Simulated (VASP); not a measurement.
# Se (Im-3m) in VASP: a series of runs

Se is run at these levels: PBEsol; tasks: single point.

All numbers are computed with VASP 6.6.1; they aren't measurements. Logs are shortened: lines on timing, memory, paths and dates and some standing lists are left out, and cuts for length are marked.

**1. The cell of the first run**

Symmetry: Im-3m, No. 229, cubic system. Conventional cell: a = 3.333 Å, b = 3.333 Å, c = 3.333 Å, α = 90.00°, β = 90.00°, γ = 90.00°. Se (site symmetry m-3m) has 14 Se at 2.89 to 3.33 Å within 3.8 Å.

**2. Single point, PBEsol**

File INCAR:

```
SYSTEM = Se
PREC = Accurate ; ENCUT = 500
EDIFF = 1E-6 ; ISMEAR = -1
SIGMA = 0.05 ; LREAL = .False.
LASPH = .True. ; NELM = 120
ALGO = Normal ; ISIF = 2
LWAVE = .False. ; LCHARG = .False.
GGA = PS ; NBANDS = 9
GGA_COMPAT = .False.
```

File KPOINTS:

```
Automatic mesh
0
Gamma
  10 10 10
  0 0 0
```

File POSCAR:

```
Se
1.0
   -1.6663037878      1.6663037878      1.6663037878
    1.6663037878     -1.6663037878      1.6663037878
    1.6663037878      1.6663037878     -1.6663037878
Se
1
Direct
    0.0000000000      0.0000000000      0.0000000000
```

Potentials or basis: VASP PAW PBE potentials, release 64 (Se).

On the command line:

```sh
cat potpaw_PBE.64/Se/POTCAR > POTCAR
mpirun -np 1 vasp_std > vasp.out
```

OUTCAR:

```text
SYSTEM = Se
   PREC = Accurate
   ENCUT = 500
   EDIFF = 1E-6
   ISMEAR = -1
   LREAL = .False.
   LASPH = .True.
   NELM = 120
   ISIF = 2
   GGA = PS

 ion  position               nearest neighbor table
   1  0.000  0.000  0.000-

  LATTYP: Found a body centered cubic cell.
 ALAT       =     3.3326075756

  Lattice vectors:

 A1 = (  -1.6663037878,   1.6663037878,   1.6663037878)
 A2 = (   1.6663037878,  -1.6663037878,   1.6663037878)
 A3 = (   1.6663037878,   1.6663037878,  -1.6663037878)

Analysis of symmetry for initial positions (statically):
=====================================================================
 Subroutine PRICEL returns:
 Original cell was already a primitive cell.

 Routine SETGRP: Setting up the symmetry group for a
 body centered cubic supercell.

 Subroutine GETGRP returns: Found 48 space group operations
 (whereof 48 operations were pure point group operations)
 out of a pool of 48 trial point group operations.

The static configuration has the point symmetry O_h .

Analysis of symmetry for dynamics (positions and initial velocities):
=====================================================================
 Subroutine PRICEL returns:
 Original cell was already a primitive cell.

 Routine SETGRP: Setting up the symmetry group for a
 body centered cubic supercell.

 Subroutine GETGRP returns: Found 48 space group operations
 (whereof 48 operations were pure point group operations)
 out of a pool of 48 trial point group operations.

The dynamic configuration has the point symmetry O_h .

 Subroutine INISYM returns: Found 48 space group operations
 (whereof 48 operations are pure point group operations),
 and found     1 'primitive' translations

----------------------------------------------------------------------------------------

                                     Primitive cell

  volume of cell :      18.5064

  direct lattice vectors                    reciprocal lattice vectors
    -1.666303788  1.666303788  1.666303788     0.000000000  0.300065332  0.300065332
     1.666303788 -1.666303788  1.666303788     0.300065332  0.000000000  0.300065332
     1.666303788  1.666303788 -1.666303788     0.300065332  0.300065332  0.000000000

  length of vectors
     2.886122821  2.886122821  2.886122821     0.424356463  0.424356463  0.424356463

  position of ions in fractional coordinates (direct lattice)
     0.000000000  0.000000000  0.000000000

  ion indices of the primitive-cell ions
   primitive index   ion index
                 1           1

----------------------------------------------------------------------------------------

 KPOINTS: Automatic mesh

Automatic generation of k-mesh.
 Grid dimensions read from file:
 generate k-points for:   10   10   10

 Generating k-lattice:

  Cartesian coordinates                     Fractional coordinates (reciprocal lattice)
     0.000000000  0.030006533  0.030006533     0.100000000  0.000000000  0.000000000
     0.030006533  0.000000000  0.030006533     0.000000000  0.100000000  0.000000000
     0.030006533  0.030006533  0.000000000     0.000000000  0.000000000  0.100000000

  Length of vectors
     0.042435646  0.042435646  0.042435646

  Shift w.r.t. Gamma in fractional coordinates (k-lattice)
     0.000000000  0.000000000  0.000000000

 Subroutine IBZKPT returns following result:
 ===========================================

 Found     47 irreducible k-points:

 Following reciprocal coordinates:
            Coordinates               Weight
  0.000000  0.000000  0.000000      1.000000
  0.100000  0.000000  0.000000     12.000000
  0.200000  0.000000  0.000000     12.000000
  0.300000  0.000000  0.000000     12.000000
  0.400000  0.000000  0.000000     12.000000
  0.500000  0.000000  0.000000      6.000000
[... 16 lines left out ...]
  0.300000  0.300000  0.100000      8.000000
 -0.300000  0.300000  0.100000     24.000000
 [... further k-points ...]
   k-points           NKPTS =     47   k-points in BZ     NKDIM =     47   number of bands    NBANDS=      9
   number of dos      NEDOS =    301   number of ions     NIONS =      1
   total plane-waves  NPLWV =  13824
   dimension x,y,z NGX =    24 NGY =   24 NGZ =   24
   dimension x,y,z NGXF=    48 NGYF=   48 NGZF=   48
   ions per type =               1
   NGX,Y,Z   is equivalent  to a cutoff of  13.82, 13.82, 13.82 a.u.
   NGXF,Y,Z  is equivalent  to a cutoff of  27.65, 27.65, 27.65 a.u.
 SYSTEM =  Se
   PREC   = accura    normal or accurate (medium, high low for compatibility)
   ISTART =      0    job   : 0-new  1-cont  2-samecut
   ICHARG =      2    charge: 1-file 2-atom 10-const
   ISPIN  =      1    spin polarized calculation?
   LNONCOLLINEAR =      F non collinear calculations
   LSORBIT =      F    spin-orbit coupling
   LASPH  =      T    aspherical Exc in radial PAW
   ENCUT  =  500.0 eV  36.75 Ry    6.06 a.u.   5.26  5.26  5.26*2*pi/ulx,y,z
   NELM   =    120;   NELMIN=  2; NELMDL= -5     # of ELM steps
   EDIFF  = 0.1E-05   stopping-criterion for ELM
   LREAL  =      F    real-space projection
   EDIFFG = 0.1E-04   stopping-criterion for IOM
   NSW    =      0    number of steps for IOM
   IBRION =     -1    ionic relax: 0-MD 1-quasi-New 2-CG
   NFREE  =      0    steps in history (QN), initial steepest desc. (CG)
   ISIF   =      2    stress and relaxation
   ISYM   =      2    0-nonsym 1-usesym 2-fastsym
   POTIM  = 0.5000    time-step for ionic-motion
   TEBEG  =    0.0;   TEEND  =   0.0 temperature during run
   PSTRESS=    0.0 pullay stress
   NELECT =       6.0000    total number of electrons
   NUPDOWN=      -1.0000    fix difference up-down
   EMIN   =  10.00;   EMAX   =-10.00  energy-range for DOS
   EFERMI =   0.00;   METHOD = LEGACY
   ISMEAR =    -1;   SIGMA  =   0.05  broadening in eV -4-tet -1-fermi 0-gaus
   EFERMI_NEDOS =   21; number of points for ismear=-14 and -15
   IALGO  =     38    algorithm
   IMIX   =      4    mixing-type and parameters
     AMIX     =   0.40;   BMIX     =  1.00
     AMIX_MAG =   1.60;   BMIX_MAG =  1.00
  volume/ion in A,a.u.               =      18.51       124.89
  Fermi-wavevector in a.u.,A,eV,Ry     =   1.124651  2.125282 17.209188  1.264840
  Thomas-Fermi vector in A             =   2.261324
   LORBIT       =      0    0 simple, 1 ext, 2 COOP (PROOUT), +10 PAW based schemes
   GGA     = PS    functional components
   LHFCALC =     F    Hartree Fock is set to
   AEXX    =    0.0000 exact exchange contribution
   IVDW    =     0    specifies the selected vdW correction
   LEPSILON=     F    determine dielectric tensor
   LRPA    =     F    only Hartree local field effects (RPA)
 non-spin polarized calculation
  energy-cutoff  :      500.00
  volume of cell :       18.51
 maximum number of plane-waves:       478
 NGX is ok and might be reduce to    24
   NGX = 11   NGY = 11   NGZ = 11

 number of electron       6.0000000 magnetization

 Free energy of the ion-electron system (eV)
  ---------------------------------------------------
  ext. energy  EPLUGINS =         0.00000000
  ---------------------------------------------------
  free energy    TOTEN  =        -3.36254170 eV

  energy without entropy =       -3.35355873  energy(sigma->0) =       -3.35805021

 E-fermi :   6.4831     XC(G=0): -11.1535

 val. band max:        6.4459659433   @ k =  -0.3000   0.4000   0.2000
 cond. band min:       6.4989645264   @ k =  -0.3000   0.3000   0.2000
 fundamental gap:      0.0529985831
 Fermi energy:         6.4830665161

 k-point     1 :       0.0000    0.0000    0.0000
  band No.  band energies     occupation
      1     -10.4361      2.00000
      2      10.0715      0.00000
      3      10.0715      0.00000
      4      10.0715      0.00000
      5      18.9359      0.00000
      6      19.2048      0.00000
      7      19.2048      0.00000
      8      19.2048      0.00000
      9      22.3015      0.00000

 k-point     2 :       0.1000    0.0000    0.0000
  band No.  band energies     occupation
      1     -10.2015      2.00000
      2       8.6814      0.00000
      3       9.5703      0.00000
      4       9.9724      0.00000
      5      18.2367      0.00000
      6      18.3105      0.00000
      7      20.1915      0.00000
      8      20.2370      0.00000
      9      21.1786      0.00000

 k-point     3 :       0.2000    0.0000    0.0000
  band No.  band energies     occupation
      1      -9.5110      2.00000
      2       5.8394      1.99999
      3       8.5346      0.00000
      4       9.7065      0.00000
      5      16.2705      0.00000
      6      16.8852      0.00000
      7      21.2458      0.00000
      8      21.3179      0.00000
      9      22.6795      0.00000

 k-point     4 :       0.3000    0.0000    0.0000
  band No.  band energies     occupation
      1      -8.4215      2.00000
      2       2.8326      2.00000
      3       7.5566      0.00000
      4       9.3725      0.00000
      5      14.7315      0.00000
      6      15.7353      0.00000
      7      21.8454      0.00000
      8      22.3721      0.00000
      9      26.0705      0.00000

 k-point     5 :       0.4000    0.0000    0.0000
  band No.  band energies     occupation
      1      -7.1334      2.00000
      2       0.2924      2.00000
      3       6.9048      0.00043
      4       9.1029      0.00000
      5      13.8169      0.00000
      6      15.0203      0.00000
      7      23.1120      0.00000
      8      23.9281      0.00000
      9      27.6976      0.00000

 k-point     6 :       0.5000    0.0000    0.0000
  band No.  band energies     occupation
      1      -6.3967      2.00000
      2      -0.8754      2.00000
      3       6.6789      0.03903
      4       9.0007      0.00000
      5      13.5152      0.00000
      6      14.7791      0.00000
      7      24.4342      0.00000
      8      25.3146      0.00000
      9      26.0979      0.00000
[... 169 lines left out ...]
 k-point    21 :       0.3000    0.2000    0.1000
  band No.  band energies     occupation
      1      -5.9996      2.00000
      2       0.4973      2.00000
      3       3.1959      2.00000
      4       5.7612      2.00000
      5      17.9696      0.00000
      6      19.8673      0.00000
      7      23.9008      0.00000
      8      25.0662      0.00000
      9      27.0514      0.00000

 k-point    22 :      -0.2000    0.2000    0.1000
  band No.  band energies     occupation
      1      -9.2813      2.00000
      2       5.8706      1.99999
      3       7.9813      0.00000
      4       8.6651      0.00000
      5      16.4989      0.00000
      6      17.9107      0.00000
      7      18.7234      0.00000
      8      21.9579      0.00000
      9      22.5406      0.00000

 k-point    23 :       0.3000    0.3000    0.1000
  band No.  band energies     occupation
      1      -5.6545      2.00000
      2       1.3959      2.00000
      3       1.3959      2.00000
      4       5.4509      2.00000
      5      18.4298      0.00000
      6      22.2564      0.00000
      7      22.2564      0.00000
      8      26.2063      0.00000
      9      26.2063      0.00000

 k-point    24 :      -0.3000    0.3000    0.1000
  band No.  band energies     occupation
      1      -8.1997      2.00000
      2       2.9833      2.00000
      3       6.9853      0.00009
      4       8.3923      0.00000
      5      15.3178      0.00000
      6      16.8016      0.00000
      7      18.7574      0.00000
      8      24.7057      0.00000
      9      25.3733      0.00000

 [... further k-points ...]

------------------------ aborting loop because EDIFF is reached ----------------------------------------

  FORCE on cell =-STRESS in cart. coord.  units (eV):
  Direction    XX          YY          ZZ          XY          YZ          ZX
  --------------------------------------------------------------------------------------
  -------------------------------------------------------------------------------------
  Total        0.4108234      0.4108234      0.4108234     -0.0000000      0.0000000      0.0000000
  in kB       35.5666699     35.5666699     35.5666699     -0.0000000      0.0000000      0.0000000
  external PRESSURE =      35.5666699 kB  Pullay stress =       0.0000000 kB

 VOLUME and BASIS-vectors are now :
 -----------------------------------------------------------------------------
  energy-cutoff  :      500.00
  volume of cell :       18.51
      direct lattice vectors                 reciprocal lattice vectors
    -1.666303788  1.666303788  1.666303788     0.000000000  0.300065332  0.300065332
     1.666303788 -1.666303788  1.666303788     0.300065332  0.000000000  0.300065332
     1.666303788  1.666303788 -1.666303788     0.300065332  0.300065332  0.000000000

 POSITION                                       TOTAL-FORCE (eV/Angst)
 -----------------------------------------------------------------------------------
      0.00000      0.00000      0.00000         0.000000     -0.000000     -0.000000
 -----------------------------------------------------------------------------------
    total drift:                                0.000000      0.000000      0.000000

  FREE ENERGIE OF THE ION-ELECTRON SYSTEM (eV)
  ---------------------------------------------------
  free  energy   TOTEN  =        -3.3625416988 eV

  energy  without entropy=       -3.3535587259  energy(sigma->0) =       -3.35805021
```

Run time: 5 s. Hardware: 1 thread of Intel Xeon Platinum 8559C (Emerald Rapids), shared host; peak memory 0.13 GiB.

Results:

| Property | Result |
| --- | --- |
| Free energy | -3.3625 eV |
| Pressure | 3.6 GPa |
| Band gap on the k mesh | zero (band 3 reaches 10.07 eV, above the bottom of band 4 at 2.98 eV) |

Caveat: the PAW data sets were made with another functional, which shifts forces and pressure a little.

(Continued in part 2 of 2.)
